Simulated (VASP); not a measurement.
Write the native input for VASP 6.6.1 that does the following.

| Item | Value |
| --- | --- |
| Task | single point |
| Functional | LDA |
| Potentials or basis | VASP PAW LDA potentials, release 64 (Sn_d) |
| Cutoff | 520 eV |
| k mesh | 9 × 9 × 9 |
| Occupations | fermi-dirac, width 0.03 eV |
| Spin | no spin polarisation |
| Dipole correction | no |
| Further INCAR settings | ALGO = Normal; EDIFF = 1e-07; NBANDS = 21 |

The structure of Sn lies in POSCAR:

```
Sn
1.0
    0.0000000000      3.2456000000      3.2780560000
    3.2456000000      0.0000000000      3.2780560000
    3.2456000000      3.2456000000      0.0000000000
Sn
2
Direct
    0.5000000000      0.5000000000      0.5000000000
    0.7500000000      0.7500000000      0.7500000000
```

This cell differs from its parent crystal: zz strain of +1 %.

The input as run:

INCAR

```
PREC = Accurate
ENCUT = 520
EDIFF = 1E-7
ISMEAR = -1
SIGMA = 0.03
LREAL = False
LASPH = True
NELM = 100
ALGO = Normal
ISIF = 2
LWAVE = False
LCHARG = True
LELF = True
LVHAR = True
NBANDS = 21
```

KPOINTS

```
regular mesh
0
Gamma
  9 9 9
```

Potentials or basis: VASP PAW LDA potentials, release 64 (Sn_d).

Launch:

```console
$ cat potpaw_LDA.64/Sn_d/POTCAR > POTCAR
$ mpirun -np 1 vasp_std > vasp.out
```

It gave:

```json
{
  "Pressure": "-0.8 GPa",
  "Band gap on the k mesh": "zero (bands 14 and 15 overlap by 0.21 eV)"
}
```

Caveat: the cell differs from its parent crystal (zz strain of +1 %); spin-orbit coupling is left out, which moves the levels of the heavy elements.

Run time: 2.2 min on 1 thread of Intel(R) Xeon(R) Platinum 8175M CPU @ 2.50GHz (Skylake/Cascade Lake), with other jobs on the host, peak memory 0.22 GiB.
